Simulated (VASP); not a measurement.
Write the native input for VASP 6.6.1 that does the following.

```
Task                   : single point
Functional             : PBE
Potentials or basis    : VASP PAW PBE potentials, release 64 (Hf_pv, Si, O)
Cutoff                 : 600 eV
k mesh                 : 6 × 6 × 6
Occupations            : gaussian, width 0.02 eV
Spin                   : no spin polarisation
Dipole correction      : no
Further INCAR settings : ALGO = Normal; EDIFF = 1e-06; NBANDS = 50
```

The structure of HfSiO4 lies in POSCAR:

```
HfSiO4
1.0
   -3.3228000868      3.3228000868      3.0071039426
    3.3228000868     -3.3228000868      3.0071039426
    3.3228000868      3.3228000868     -3.0071039426
Hf Si O
2 2 8
Direct
    0.7500000000      0.2500000000      0.5000000000
    0.0000000000      0.0000000000      0.0000000000
    0.2500000000      0.7500000000      0.5000000000
    0.5000000000      0.5000000000      0.0000000000
    0.1347400178      0.3189254330      0.8158145849
    0.0689254330      0.7531108481      0.6841854151
    0.5031108481      0.3189254330      0.1841854151
    0.0689254330      0.3847400178      0.3158145849
    0.6152599822      0.9310745670      0.6841854151
    0.6810745670      0.8652599822      0.1841854151
    0.2468891519      0.9310745670      0.3158145849
    0.6810745670      0.4968891519      0.8158145849
```

The input as run:

INCAR

```
SYSTEM = HfSiO4
PREC = Accurate
ENCUT = 600
EDIFF = 1E-6
ISMEAR = 0
SIGMA = 0.02
LREAL = .False.
LASPH = .True.
NELM = 120
ALGO = Normal
ISIF = 2
LWAVE = .False.
LCHARG = .False.
GGA = PE
NBANDS = 50
GGA_COMPAT = .False.
```

KPOINTS

```
regular mesh
0
Gamma
  6 6 6
  0 0 0
```

Potentials or basis: VASP PAW PBE potentials, release 64 (Hf_pv, Si, O).

The run is started by

```sh
$ cat potpaw_PBE.64/Hf_pv/POTCAR potpaw_PBE.64/Si/POTCAR potpaw_PBE.64/O/POTCAR > POTCAR
$ mpirun -np 1 vasp_std > vasp.out
```

Results of the run:

```yaml
Pressure: -1.9 GPa
Largest_force: 0.182 eV/Å
Band_gap_on_the_k_mesh: 5.27 eV (least direct gap 5.60 eV)
```

Caveat: spin-orbit coupling is left out, which moves the levels of the heavy elements.

Run time: 6.6 min on 1 thread of Oxide Virtual Turin-like Processor, on a shared host, peak memory 0.39 GiB.
